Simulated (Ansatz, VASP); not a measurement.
## AlN: VASP beside Ansatz

Contents of INCAR:

```
PREC     = Accurate       # precision mode
ENCUT    = 600            # plane-wave cutoff, eV
EDIFF    = 1E-7           # SCF threshold, eV
ISMEAR   = -1             # smearing method
SIGMA    = 0.05           # smearing width, eV
LREAL    = F              # projectors in reciprocal space
LASPH    = T              # aspherical terms in the spheres
NELM     = 80             # most SCF steps
ALGO     = Normal         # electronic algorithm
ISIF     = 3              # what is computed and relaxed
LWAVE    = F              # write WAVECAR
LCHARG   = F              # write CHGCAR
GGA      = PS             # functional
IBRION   = 2              # ionic algorithm
NSW      = 100            # ionic steps
EDIFFG   = -0.002         # ionic threshold
```

Contents of KPOINTS:

```
Automatic mesh
0
Gamma
  14 14 14
```

File POSCAR:

```
AlN
1.0
    2.1839935596      2.1839935596      0.0000000000
   -2.1839935596      2.1839935596      0.0000000000
    0.0000000000      2.1839935596      2.1839935596
Al N
1 1
Direct
    0.0000000000      0.0000000000      0.0000000000
    0.2500000000      0.7500000000      0.5000000000
```

Input for Ansatz:

```yaml
crystal:
  lattice:
    - [2.1839935596, 2.1839935596, 0.0]
    - [-2.1839935596, 2.1839935596, 0.0]
    - [0.0, 2.1839935596, 2.1839935596]
  atoms:
    - { symbol: Al, position: [0.0, 0.0, 0.0] }
    - { symbol: "N", position: [0.25, 0.75, 0.5] }
kpoints:
  mp_grid: { grid: [14, 14, 14] }
scf:
  occupations: { method: fermi_dirac, width: 0.05 }
hamiltonian:
  xc: pbesol
  pseudopotentials: { kind: paw }
relax:
  f_tol: 0.002
  max_steps: 80
  cell: {}
output:
  forces: true
  stress: true
```

Alike in both runs: task relaxation of cell and atoms; functional PBEsol; k mesh 14 × 14 × 14; occupations fermi-dirac, width 0.05 eV; no spin polarisation.

|  | VASP | Ansatz |
| --- | --- | --- |
| version | VASP 6.6.1 | Ansatz 0.2.0 |
| potentials or method | VASP PAW PBE potentials, release 64 (Al, N) | PAW with Ansatz's default frozen-core files, scalar-relativistic |
| plane-wave cutoff (eV) | 600 | 420 |
| valence electrons in the cell | 8 | 8 |

```csv
,VASP,Ansatz,Ansatz less VASP
relaxed volume (Å³/atom),10.48,10.48,+0.006
relaxed cell length with the largest relative difference (Å),3.095,3.095,+0.0005
```

VASP's potentials were made for PBE, not for PBEsol.
